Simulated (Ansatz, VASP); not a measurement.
Two plane-wave programs on MgO

```
Mg O
1.0
     2.51737    0.00000    0.00000
     0.00000    2.62335    0.00000
     0.00000    0.00000    2.62335
Mg O
1 1
Cartesian
  0.0000 0.0000 0.0000
  1.2587 1.3117 1.3117
```

Change from the starting cell: uniaxial_x strain -4.0%.

Alike in both runs: task single point; functional r2SCAN; k mesh 10 × 10 × 10; no spin polarisation.

|  | VASP | Ansatz |
| --- | --- | --- |
| version | VASP 6.6.1 | Ansatz 0.2.0 |
| potentials or method | VASP PAW PBE potentials, release 64 (Mg_sv, O) | plane waves, PAW |
| plane-wave cutoff (eV) | 920 | 500 |
| occupations | gaussian, width 0.01 eV | fixed |
| valence electrons in the cell | 16 | 16 |

|  | VASP | Ansatz | Ansatz less VASP |
| --- | --- | --- | --- |
| gap on the k mesh at the Fermi level (eV) | 3.55 | 3.53 | -0.024 |
| pressure (GPa) | 7.9 | 7.4 | -0.53 |
| traceless stress, the component that is largest in VASP (GPa) | 20.45 | 20.69 | +0.240 |

VASP's potentials were made for PBE, not for r2SCAN.
